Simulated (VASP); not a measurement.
Set up this calculation in VASP 6.6.1, as the native input.

| Property | Result |
| --- | --- |
| Task | relaxation of cell and atoms |
| Functional | PBEsol |
| Dispersion | D4 |
| Potentials or basis | VASP PAW PBE potentials, release 64 (Pd) |
| Cutoff | 600 eV |
| k mesh | 11 × 11 × 6 |
| Occupations | fermi-dirac, width 0.05 eV |
| Spin | no spin polarisation |
| Dipole correction | no |
| Further INCAR settings | ALGO = Fast; EDIFF = 1e-06; IBRION = 2; EDIFFG = -0.01; NSW = 60; ISIF = 3 |

The structure of Pd lies in POSCAR:

```
Pd
1.0
    2.7836650458      0.0000000000      0.0000000000
   -1.3918325229      2.4107246453      0.0000000000
    0.0000000000      0.0000000000      4.6288930000
Pd
2
Direct
    0.3333333333      0.6666666667      0.2500000000
    0.6666666667      0.3333333333      0.7500000000
```

One way to write it, as run:

INCAR

```
SYSTEM = Pd
PREC = Accurate ; ENCUT = 600
EDIFF = 1E-6 ; ISMEAR = -1
SIGMA = 0.05 ; LREAL = .False.
LASPH = .True. ; NELM = 100
ALGO = Fast ; ISIF = 3
LWAVE = .False. ; LCHARG = .False.
GGA = PS ; IVDW = 13
IBRION = 2 ; NSW = 60
EDIFFG = -0.01
```

KPOINTS

```
regular mesh
0
Gamma
  11 11 6
  0 0 0
```

Potentials or basis: VASP PAW PBE potentials, release 64 (Pd).

Command:

```sh
$ cat potpaw_PBE.64/Pd/POTCAR > POTCAR
$ mpirun -np 1 vasp_std > vasp.out
```

It gave:

```json
{
 "Relaxed volume": "14.39 Å³/atom",
 "Relaxed cell": "a = 2.713 Å, b = 2.713 Å, c = 4.516 Å, α = 90.00°, β = 90.00°, γ = 120.00°",
 "Space group after relaxing (to 0.05 Å)": "P6_3/mmc (No. 194)",
 "Energy gained by relaxing": "51.3 meV/atom",
 "Ionic steps": "4",
 "Pressure after relaxing": "0.0 GPa",
 "Band gap on the k mesh": "zero (band 10 reaches 10.21 eV, above the bottom of band 11 at 9.31 eV)",
 "Dispersion energy per atom": "-0.293 eV"
}
```

Caveat: the PAW data sets were made with another functional, which shifts forces and pressure a little; pairwise dispersion overbinds metals, which lowers pressure and volume.

Run time: 2.3 min on 1 thread of AMD EPYC 7R43 64-Core Processor (Zen 3) (shared host), peak memory 0.15 GiB.
